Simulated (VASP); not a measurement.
# Ca in VASP: single point with PBE

Aim: the single point of Ca with PBE.

Everything below comes from runs of VASP 6.6.1. Logs are shortened: lines on timing, memory, paths and dates and some standing lists are left out, and cuts for length are marked.

## Step 1: The cell of the first run

The cell holds a sublattice, 1 atom: a = 4.320 Å, b = 4.320 Å, c = 5.868 Å, α = 111.60°, β = 111.60°, γ = 90.00°.

## Step 2: Single point, PBE

INCAR

```
PREC = Accurate
ENCUT = 400
EDIFF = 1E-6
ISMEAR = 0
SIGMA = 0.1
LREAL = F
LASPH = T
NELM = 120
ALGO = Normal
ISIF = 2
LWAVE = F
LCHARG = F
GGA = PE
NBANDS = 11
GGA_COMPAT = F
```

KPOINTS

```
regular mesh
0
Gamma
  8 8 8
```

POSCAR

```
Ca
1.0
    4.3200000000      0.0000000000      0.0000000000
    0.0000000000      4.3200000000      0.0000000000
   -2.1600000000     -2.1600000000      5.0100000000
Ca
1
Direct
    0.0000000000      0.0000000000      0.0000000000
```

Potentials or basis: VASP PAW PBE potentials, release 64 (Ca_sv).

Started as:

```
cat potpaw_PBE.64/Ca_sv/POTCAR > POTCAR
mpirun -np 1 vasp_std > vasp.out
```

OUTCAR:

```text
PREC = Accurate
   ENCUT = 400
   EDIFF = 1E-6
   ISMEAR = 0
   LREAL = F
   LASPH = T
   NELM = 120
   ISIF = 2
   GGA = PE

 ion  position               nearest neighbor table
   1  0.000  0.000  0.000-

  LATTYP: Found a body centered tetragonal cell.
 ALAT       =     4.3200000000
 C/A-ratio  =     2.3194444444

  Lattice vectors:

 A1 = (   2.1600000000,  -2.1600000000,  -5.0100000000)
 A2 = (  -2.1600000000,   2.1600000000,  -5.0100000000)
 A3 = (   2.1600000000,   2.1600000000,   5.0100000000)

Analysis of symmetry for initial positions (statically):
=====================================================================
 Subroutine PRICEL returns:
 Original cell was already a primitive cell.

 Routine SETGRP: Setting up the symmetry group for a
 body centered tetragonal supercell.

 Subroutine GETGRP returns: Found 16 space group operations
 (whereof 16 operations were pure point group operations)
 out of a pool of 16 trial point group operations.

The static configuration has the point symmetry D_4h.

Analysis of symmetry for dynamics (positions and initial velocities):
=====================================================================
 Subroutine PRICEL returns:
 Original cell was already a primitive cell.

 Routine SETGRP: Setting up the symmetry group for a
 body centered tetragonal supercell.

 Subroutine GETGRP returns: Found 16 space group operations
 (whereof 16 operations were pure point group operations)
 out of a pool of 16 trial point group operations.

The dynamic configuration has the point symmetry D_4h.

 Subroutine INISYM returns: Found 16 space group operations
 (whereof 16 operations are pure point group operations),
 and found     1 'primitive' translations

----------------------------------------------------------------------------------------

                                     Primitive cell

  volume of cell :      93.4986

  direct lattice vectors                    reciprocal lattice vectors
     4.320000000  0.000000000  0.000000000     0.231481481  0.000000000  0.099800399
     0.000000000  4.320000000  0.000000000     0.000000000  0.231481481  0.099800399
    -2.160000000 -2.160000000  5.010000000     0.000000000  0.000000000  0.199600798

  length of vectors
     4.320000000  4.320000000  5.867819016     0.252078948  0.252078948  0.199600798

  position of ions in fractional coordinates (direct lattice)
     0.000000000  0.000000000  0.000000000

  ion indices of the primitive-cell ions
[... 81 lines left out ...]
   ISYM   =      2    0-nonsym 1-usesym 2-fastsym
   POTIM  = 0.5000    time-step for ionic-motion
   TEBEG  =    0.0;   TEEND  =   0.0 temperature during run
   PSTRESS=    0.0 pullay stress
   NELECT =      10.0000    total number of electrons
   NUPDOWN=      -1.0000    fix difference up-down
   EMIN   =  10.00;   EMAX   =-10.00  energy-range for DOS
   EFERMI =   0.00;   METHOD = LEGACY
   ISMEAR =     0;   SIGMA  =   0.10  broadening in eV -4-tet -1-fermi 0-gaus
   EFERMI_NEDOS =   21; number of points for ismear=-14 and -15
   IALGO  =     38    algorithm
   IMIX   =      4    mixing-type and parameters
     AMIX     =   0.40;   BMIX     =  1.00
     AMIX_MAG =   1.60;   BMIX_MAG =  1.00
  volume/ion in A,a.u.               =      93.50       630.96
  Fermi-wavevector in a.u.,A,eV,Ry     =   0.777093  1.468493  8.216202  0.603874
  Thomas-Fermi vector in A             =   1.879708
   LORBIT       =      0    0 simple, 1 ext, 2 COOP (PROOUT), +10 PAW based schemes
   GGA     = PE    functional components
   LHFCALC =     F    Hartree Fock is set to
   AEXX    =    0.0000 exact exchange contribution
   IVDW    =     0    specifies the selected vdW correction
   LEPSILON=     F    determine dielectric tensor
   LRPA    =     F    only Hartree local field effects (RPA)
 non-spin polarized calculation
 Gauss-broadening in eV      SIGMA  =   0.10
  energy-cutoff  :      400.00
  volume of cell :       93.50
 maximum number of plane-waves:      1714
   NGX = 15   NGY = 15   NGZ = 19

 number of electron      10.0000000 magnetization

 number of electron       9.9999996 magnetization

 Free energy of the ion-electron system (eV)
  ---------------------------------------------------
  ext. energy  EPLUGINS =         0.00000000
  ---------------------------------------------------
  free energy    TOTEN  =        -0.97608633 eV

  energy without entropy =       -0.96824868  energy(sigma->0) =       -0.97216751

 E-fermi :  -0.3208     XC(G=0):  -5.5619

 val. band max:       -0.3217932409   @ k =   0.1250   0.1250   0.2500
 cond. band min:      -0.2952429958   @ k =   0.5000   0.0000   0.1250
 fundamental gap:      0.0265502451
 Fermi energy:        -0.3207812518

 k-point     1 :       0.0000    0.0000    0.0000
  band No.  band energies     occupation
      1     -43.9975      2.00000
      2     -24.9726      2.00000
      3     -24.8972      2.00000
      4     -24.8972      2.00000
      5      -3.0730      2.00000
      6       0.3561      0.00000
      7       0.5091      0.00000
      8       1.4189      0.00000
      9       1.4189      0.00000
     10       1.7976      0.00000
     11       2.9516      0.00000
[... 309 lines left out ...]
 k-point    24 :       0.2500    0.0000    0.1250
  band No.  band energies     occupation
      1     -43.9970      2.00000
      2     -24.9721      2.00000
      3     -24.9076      2.00000
      4     -24.8964      2.00000
      5      -2.1986      2.00000
      6       0.2379      0.00000
      7       0.3377      0.00000
      8       1.2500      0.00000
      9       1.5025      0.00000
     10       1.5720      0.00000
     11       2.0077      0.00000

 [... further k-points ...]

------------------------ aborting loop because EDIFF is reached ----------------------------------------

  FORCE on cell =-STRESS in cart. coord.  units (eV):
  Direction    XX          YY          ZZ          XY          YZ          ZX
  --------------------------------------------------------------------------------------
  -------------------------------------------------------------------------------------
  Total       -1.2755571     -1.2755571     -1.2667502      0.0000000      0.0000000      0.0000000
  in kB      -21.8577401    -21.8577401    -21.7068278      0.0000000      0.0000000      0.0000000
  external PRESSURE =     -21.8074360 kB  Pullay stress =       0.0000000 kB

 VOLUME and BASIS-vectors are now :
 -----------------------------------------------------------------------------
  energy-cutoff  :      400.00
  volume of cell :       93.50
      direct lattice vectors                 reciprocal lattice vectors
     4.320000000  0.000000000  0.000000000     0.231481481  0.000000000  0.099800399
     0.000000000  4.320000000  0.000000000     0.000000000  0.231481481  0.099800399
    -2.160000000 -2.160000000  5.010000000     0.000000000  0.000000000  0.199600798

 POSITION                                       TOTAL-FORCE (eV/Angst)
 -----------------------------------------------------------------------------------
      0.00000      0.00000      0.00000         0.000000      0.000000      0.000000
 -----------------------------------------------------------------------------------
    total drift:                                0.000000      0.000000     -0.000000

  FREE ENERGIE OF THE ION-ELECTRON SYSTEM (eV)
  ---------------------------------------------------
  free  energy   TOTEN  =        -0.9760863338 eV

  energy  without entropy=       -0.9682486778  energy(sigma->0) =       -0.97216751
```

stdout:

```text
POSCAR found type information on POSCAR Ca
 POSCAR found :  1 types and       1 ions
 scaLAPACK will be used
 LDA part: xc-table for (Slater+PW92), standard interpolation
 POSCAR, INCAR and KPOINTS ok, starting setup
 FFT: planning ... GRIDC
 FFT: planning ... GRID_SOFT
 FFT: planning ... GRID
 WAVECAR not read
 entering main loop
```

Wall time 36 s (1 thread of AMD EPYC 7R43 (Zen 3), shared host); peak memory 0.16 GiB.

Results:

```
Free energy            : -0.9761 eV
Pressure               : -2.2 GPa
Band gap on the k mesh : zero (bands 5 and 6 overlap by 0.73 eV)
```

The gap in the log of VASP goes by the Fermi energy; the results here count the filled bands.